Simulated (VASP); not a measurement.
Wanted: the native input for a VASP 6.6.1 run.

| Item | Value |
| --- | --- |
| Task | single point |
| Functional | PBE |
| Potentials or basis | VASP PAW PBE potentials, release 64 (Ti_sv, Al) |
| Cutoff | 520 eV |
| k mesh | 6 × 6 × 4 |
| Occupations | gaussian, width 0.1 eV |
| Spin | no spin polarisation |
| Dipole correction | no |
| Further INCAR settings | ALGO = Normal; EDIFF = 1e-06; NBANDS = 14 |

The structure of TiAl lies in POSCAR:

```
TiAl
1.0
    2.4728453500      0.0000000000      0.0000000000
   -1.2364226700      2.1415468900      0.0000000000
    0.0000000000      0.0000000000      5.4717058500
Ti Al
1 1
Direct
    0.0000000000      0.0000000000      0.0000000000
    0.0000000000      0.0000000000      0.5000000000
```

The cell was built from a structure type or drawn by symmetry, and may not be a known phase.

The input as run:

INCAR

```
PREC = Accurate
ENCUT = 520
EDIFF = 1E-6
ISMEAR = 0
SIGMA = 0.1
LREAL = F
LASPH = T
NELM = 60
ALGO = Normal
ISIF = 2
LWAVE = F
LCHARG = F
GGA = PE
NBANDS = 14
```

KPOINTS

```
Automatic mesh
0
Gamma
  6 6 4
```

Potentials or basis: VASP PAW PBE potentials, release 64 (Ti_sv, Al).

The run is started by

```bash
$ cat potpaw_PBE.64/Ti_sv/POTCAR potpaw_PBE.64/Al/POTCAR > POTCAR
$ mpirun -np 1 vasp_std > vasp.out
```

It gave:

```json
{
 "Pressure": "31.2 GPa",
 "Band gap on the k mesh": "zero (an odd number of electrons rules out a gap without spin polarisation)"
}
```

Caveat: the k points lie up to 0.49 Å⁻¹ apart, too coarse for converged energies and pressures of a metal.

Wall time 12 s on 1 thread of Intel Xeon 8259CL, on a shared host, peak memory 0.14 GiB.
